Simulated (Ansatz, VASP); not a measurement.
**Two plane-wave programs on Zr3Cl**

File INCAR:

```
SYSTEM = Zr3Cl
PREC = Accurate
ENCUT = 600
EDIFF = 1E-7
ISMEAR = 0
SIGMA = 0.1
LREAL = .False.
LASPH = .True.
NELM = 80
ALGO = Normal
ISIF = 3
LWAVE = .False.
LCHARG = .False.
GGA = PE
IBRION = 2
NSW = 90
EDIFFG = -0.04
```

File KPOINTS:

```
Automatic mesh
0
Gamma
  4 4 4
  0 0 0
```

POSCAR

```
Zr3Cl
1.0
    4.1782405819      0.0000000000      0.0000000000
    0.0000000000      4.1782405819      0.0000000000
    0.0000000000      0.0000000000      4.1782405819
Zr Cl
3 1
Direct
    0.0000000000      0.5000000000      0.5000000000
    0.5000000000      0.0000000000      0.5000000000
    0.5000000000      0.5000000000      0.0000000000
    0.0000000000      0.0000000000      0.0000000000
```

Input for Ansatz:

```yaml
crystal:
  lattice:
    - [4.1782405819, 0.0, 0.0]
    - [0.0, 4.1782405819, 0.0]
    - [0.0, 0.0, 4.1782405819]
  atoms:
    - { symbol: Zr, position: [0.0, 0.5, 0.5] }
    - { symbol: Zr, position: [0.5, 0.0, 0.5] }
    - { symbol: Zr, position: [0.5, 0.5, 0.0] }
    - { symbol: Cl, position: [0.0, 0.0, 0.0] }
basis:
  ecutwfc: 420
kpoints:
  mp_grid: { grid: [4, 4, 4] }
hamiltonian:
  xc: pbe
scf:
  occupations: { method: gaussian, width: 0.1 }
  lower_state_search: "off"
output:
  forces: true
  stress: true
  eigenvalues: true
relax:
  adjacent_minimum: "off"
  f_tol: 0.04
  max_steps: 70
  cell: { stress_tol: 0.4 }
```

Alike in both runs: task relaxation of cell and atoms; functional PBE; k mesh 4 × 4 × 4; occupations gaussian, width 0.1 eV; no spin polarisation.

|  | VASP | Ansatz |
| --- | --- | --- |
| version | VASP 6.6.1 | Ansatz 0.2.0 |
| potentials or method | VASP PAW PBE potentials, release 64 (Zr_sv, Cl), cutoff 600 eV | scalar-relativistic, plane waves, PAW |
| valence electrons in the cell | 43 | 43 |

|  | VASP | Ansatz | Ansatz less VASP |
| --- | --- | --- | --- |
| gap on the k mesh at the Fermi level, each at its own relaxed structure (eV) | none | none | - |
| relaxed volume (Å³/atom) | 21.40 | 21.27 | -0.123 |
| relaxed cell length with the largest relative difference (Å) | 4.407 | 4.398 | -0.0085 |

A gap of «none» marks a metal or a gap that the smearing closes.

The k mesh is coarse, so the values compare programs but aren't converged. Noted on VASP's run: the volume moved by over 15 % at a fixed basis, so the end points are rough.
